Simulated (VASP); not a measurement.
Te, 1 atom in the cell. It takes space group Im-3m (No. 229, cubic). Conventional cell: a = 3.175 Å, b = 3.175 Å, c = 3.175 Å, α = 90.00°, β = 90.00°, γ = 90.00°. Te (site symmetry m-3m) has 14 Te at 2.75 to 3.18 Å within 3.6 Å.  This cell differs from its parent crystal: volume scaled by 0.6.

```yaml
Program: VASP 6.6.1
Task: single point
Functional: LDA
Potentials_or_basis: VASP PAW LDA potentials, release 64 (Te)
Cutoff: 520 eV
k_mesh: 15 × 15 × 15
Occupations: fermi-dirac, width 0.1 eV
Spin: no spin polarisation
Dipole_correction: no
Further_INCAR_settings: ALGO = Normal; EDIFF = 1e-07; NBANDS = 9
```

Potentials or basis: VASP PAW LDA potentials, release 64 (Te).

Command:

```bash
$ cat potpaw_LDA.64/Te/POTCAR > POTCAR
$ mpirun -np 1 vasp_std > vasp.out
```

Hardware: 1 thread of Intel Xeon 6975P-C, on a shared host.

Estimate the wall time of this run.

Run time: 9.5 s on 1 thread of Intel Xeon 6975P-C (shared host), peak memory 0.13 GiB. Counts: scf iterations 10, k points 120.
